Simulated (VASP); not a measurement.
Write the native input for VASP 6.6.1 that does the following.

- Task: single point
- Functional: r2SCAN
- Potentials or basis: VASP PAW PBE potentials, release 64 (Na_pv, I)
- Cutoff: 520 eV
- k mesh: 8 × 8 × 8
- Occupations: gaussian, width 0.01 eV
- Spin: no spin polarisation
- Dipole correction: no
- Further INCAR settings: ALGO = Normal; EDIFF = 1e-07; NBANDS = 14

Crystal: NaI.

```
Na I
1.0
     0.00000    3.22972    3.26202
     3.22972    0.00000    3.26202
     3.22972    3.22972    0.00000
Na I
1 1
Cartesian
  0.0000 0.0000 0.0000
  3.2297 3.2297 3.2620
```

This cell differs from its parent crystal: uniaxial z strain +1.0%.

One way to write it, as run:

POSCAR

```
NaI
1.0
    0.0000000000      3.2297205588      3.2620177644
    3.2297205588      0.0000000000      3.2620177644
    3.2297205588      3.2297205588      0.0000000000
Na I
1 1
Direct
    0.0000000000      0.0000000000      0.0000000000
    0.5000000000      0.5000000000      0.5000000000
```

INCAR.step1

```
  PREC = Accurate
  ENCUT = 520
  ISMEAR = 0
  SIGMA = 0.01
  LREAL = F
  LASPH = T
  NELM = 100
  NBANDS = 14
  GGA = PE
  ALGO = Normal
  EDIFF = 1E-4
  LWAVE = T
  LCHARG = F
```

INCAR.step2

```
  PREC = Accurate
  ENCUT = 520
  EDIFF = 1E-7
  ISMEAR = 0
  SIGMA = 0.01
  LREAL = F
  LASPH = T
  NELM = 100
  ALGO = Normal
  ISIF = 2
  LWAVE = F
  LCHARG = F
  METAGGA = R2SCAN
  LMIXTAU = T
  NBANDS = 14
  ISTART = 1
```

KPOINTS

```
regular mesh
0
Gamma
  8 8 8
```

Potentials or basis: VASP PAW PBE potentials, release 64 (Na_pv, I).

Command:

```sh
$ cat potpaw_PBE.64/Na_pv/POTCAR potpaw_PBE.64/I/POTCAR > POTCAR
$ cp INCAR.step1 INCAR
$ mpirun -np 1 vasp_std > vasp.out
$ cp INCAR.step2 INCAR
$ mpirun -np 1 vasp_std > vasp.out
```

Results of the run:

```json
{"Pressure": "-0.2 GPa", "Band gap on the k mesh": "4.42 eV"}
```

Caveat: the cell differs from its parent crystal (uniaxial z strain +1.0%); the PAW data sets were made with another functional, which shifts forces and pressure a little; spin-orbit coupling is left out, which moves the levels of the heavy elements.

Wall time 7 min on 1 thread of Intel Xeon 8259CL, on a shared host, peak memory 0.25 GiB.
